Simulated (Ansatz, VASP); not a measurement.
# Two plane-wave programs on N

File INCAR:

```
SYSTEM = N
ALGO = Normal
EDIFF = 1E-6
ENCUT = 520
GGA = PE
ISIF = 2
ISMEAR = 0
LASPH = .TRUE.
LCHARG = .TRUE.
LELF = .TRUE.
LREAL = .FALSE.
LVHAR = .TRUE.
LWAVE = .FALSE.
NBANDS = 18
NELM = 100
PREC = Accurate
SIGMA = 0.1
```

Contents of KPOINTS:

```
k-points
0
G
  10 6 12
  0 0 0
```

POSCAR

```
N
1.0
    4.5608921100      0.0000000000      0.0000000000
    0.0000000000      7.5045436000      0.0000000000
    0.0000000000      0.0000000000      3.4942588000
N
4
Direct
    0.0181931956      0.2500000000      0.6494879543
    0.9708951604      0.7500000000      0.3505120457
    0.4818068044      0.7500000000      0.1494879543
    0.5291048396      0.2500000000      0.8505120457
```

Input for Ansatz:

```yaml
crystal:
  lattice:
    - [4.56089211, 0.0, 0.0]
    - [0.0, 7.5045436, 0.0]
    - [0.0, 0.0, 3.4942588]
  atoms:
    - { symbol: "N", position: [0.0181931956, 0.25, 0.6494879543] }
    - { symbol: "N", position: [0.9708951604, 0.75, 0.3505120457] }
    - { symbol: "N", position: [0.4818068044, 0.75, 0.1494879543] }
    - { symbol: "N", position: [0.5291048396, 0.25, 0.8505120457] }
basis:
  ecutwfc: 420
kpoints:
  mp_grid: { grid: [10, 6, 12] }
hamiltonian:
  xc: pbe
scf:
  occupations: { method: gaussian, width: 0.1 }
output:
  forces: true
  stress: true
  eigenvalues: true
  populations: true
```

Alike in both runs: task single point; functional PBE; k mesh 10 × 6 × 12; occupations gaussian, width 0.1 eV; no spin polarisation.

|  | VASP | Ansatz |
| --- | --- | --- |
| version | VASP 6.6.1 | Ansatz 0.2.0 |
| potentials or method | VASP PAW PBE potentials, release 64 (N), cutoff 520 eV | scalar-relativistic, plane waves, PAW |
| valence electrons in the cell | 20 | 20 |

|  | VASP | Ansatz | Ansatz less VASP |
| --- | --- | --- | --- |
| gap on the k mesh at the Fermi level (eV) | none | none | - |
| pressure (GPa) | -12.8 | -12.7 | +0.05 |
| traceless stress, the component that is largest in VASP (GPa) | -19.09 | -19.11 | -0.021 |
| rms of the force components (eV/Å) | 0.915 | 0.916 | +0.0008 |

Atom by atom the forces differ by 0.001 eV/Å (rms over components). A gap of «none» marks a metal or a gap that the smearing closes. The functional is the same, so the differences come from potentials, cutoffs and numerics.
